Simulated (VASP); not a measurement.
Crystal: Ag.

```
Ag
1.0
     0.00000    2.04275    2.04275
     2.04275    0.00000    2.04275
     2.04275    2.04275    0.00000
Ag
1
Direct
  0.00000 0.00000 0.00000
```

```yaml
Program: VASP 6.6.1
Task: relaxation of volume and atoms at fixed shape
Functional: PBEsol
Potentials_or_basis: VASP PAW PBE potentials, release 64 (Ag)
Cutoff: 500 eV
k_mesh: 10 × 10 × 10
Occupations: fermi-dirac, width 0.05 eV
Spin: no spin polarisation
```

At the start: pressure -2.4 GPa; volume 17.05 Å³/atom.

Question: Where does the relaxation end?

Answer: Over 3 steps the energy falls by 2.9 meV/atom and the volume is 16.67 Å³/atom (-2.2 %); space group Fm-3m (No. 225, to 0.05 Å).

The path:
```csv
step,energy change (eV),largest force (eV/Å),pressure (GPa),volume (Å³)
1,0.0000,0.0000,-2.43,17.05
2,-0.0015,0.0000,1.87,16.42
3,-0.0029,0.0000,0.00,16.67
```

Final structure:
```
CELL_PARAMETERS angstrom
0.00000 2.02759 2.02759
2.02759 0.00000 2.02759
2.02759 2.02759 0.00000
ATOMIC_POSITIONS crystal
Ag 0.00000 0.00000 0.00000
```

Caveat: the PAW data sets were made with another functional, which shifts forces and pressure a little.
